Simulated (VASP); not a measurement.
A run of VASP 6.6.1:

Contents of INCAR:

```
  PREC = Accurate
  ENCUT = 520
  EDIFF = 1E-7
  ISMEAR = 0
  SIGMA = 0.15
  LREAL = False
  LASPH = True
  NELM = 100
  ALGO = Fast
  ISIF = 2
  LWAVE = False
  LCHARG = False
  GGA = PE
  NBANDS = 12
```

The input KPOINTS:

```
regular mesh
0
Gamma
  22 22 22
```

The input POSCAR:

```
Ta
1.0
   -1.5539139738      1.5539139738      1.8646967685
    1.5539139738     -1.5539139738      1.8646967685
    1.5539139738      1.5539139738     -1.8646967685
Ta
1
Direct
    0.0000000000      0.0000000000      0.0000000000
```

Potentials or basis: VASP PAW PBE potentials, release 64 (Ta_pv).

Launch:

```sh
$ cat potpaw_PBE.64/Ta_pv/POTCAR > POTCAR
$ mpirun -np 1 vasp_std > vasp.out
```

Hardware: 1 thread of Intel Xeon 6975P-C, on a shared host.

Q: How long does it take, and how much memory?

A: Wall time 100 s on 1 thread of Intel Xeon 6975P-C (shared host), peak memory 0.29 GiB. Counts: scf iterations 14, k points 834.
